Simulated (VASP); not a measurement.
Wanted: the native input for a VASP 6.6.1 run.

```yaml
Task: single point
Functional: r2SCAN
Dispersion: rVV10
Potentials_or_basis: VASP PAW PBE potentials, release 64 (Sr_sv)
Cutoff: 550 eV
k_mesh: 8 × 8 × 8
Occupations: fermi-dirac, width 0.1 eV
Spin: no spin polarisation
Dipole_correction: no
Further_INCAR_settings: ALGO = Normal; EDIFF = 1e-06; NBANDS = 11
```

The system is Sr.

```
CELL_PARAMETERS angstrom
0.00000 3.04235 3.04235
3.04235 0.00000 3.04235
3.04235 3.04235 0.00000
ATOMIC_POSITIONS crystal
Sr 0.00000 0.00000 0.00000
```

The input as run:

POSCAR

```
Sr
1.0
    0.0000000000      3.0423500000      3.0423500000
    3.0423500000      0.0000000000      3.0423500000
    3.0423500000      3.0423500000      0.0000000000
Sr
1
Direct
    0.0000000000      0.0000000000      0.0000000000
```

INCAR.step1

```
SYSTEM = Sr
  ALGO = Normal
  EDIFF = 1E-5
  ENCUT = 550
  GGA = PE
  GGA_COMPAT = .False.
  ISMEAR = -1
  LASPH = .True.
  LCHARG = .False.
  LREAL = .False.
  LWAVE = .True.
  NBANDS = 11
  NELM = 120
  PREC = Accurate
  SIGMA = 0.1
```

INCAR.step2

```
SYSTEM = Sr
  ALGO = Normal
  BPARAM = 11.95
  CPARAM = 0.0093
  EDIFF = 1E-6
  ENCUT = 550
  GGA_COMPAT = .False.
  ISIF = 2
  ISMEAR = -1
  ISTART = 1
  IVDW_NL = 2
  LASPH = .True.
  LCHARG = .True.
  LELF = .True.
  LMIXTAU = .True.
  LREAL = .False.
  LUSE_VDW = .True.
  LVHAR = .True.
  LWAVE = .False.
  METAGGA = R2SCAN
  NBANDS = 11
  NELM = 120
  PREC = Accurate
  SIGMA = 0.1
```

KPOINTS

```
k-points
0
Gamma
  8 8 8
  0 0 0
```

Potentials or basis: VASP PAW PBE potentials, release 64 (Sr_sv).

Command:

```bash
$ cat potpaw_PBE.64/Sr_sv/POTCAR > POTCAR
$ cp INCAR.step1 INCAR
$ mpirun -np 1 vasp_std > vasp.out
$ cp INCAR.step2 INCAR
$ mpirun -np 1 vasp_std > vasp.out
```

Results of the run:

```
Pressure               : -0.1 GPa
Band gap on the k mesh : zero (bands 5 and 6 overlap by 0.18 eV)
```

Caveat: the PAW data sets were made with another functional, which shifts forces and pressure a little.

It took 3.4 min on 1 thread of Intel(R) Xeon(R) Platinum 8259CL CPU @ 2.50GHz (Skylake/Cascade Lake), on a shared host, peak memory 0.37 GiB.
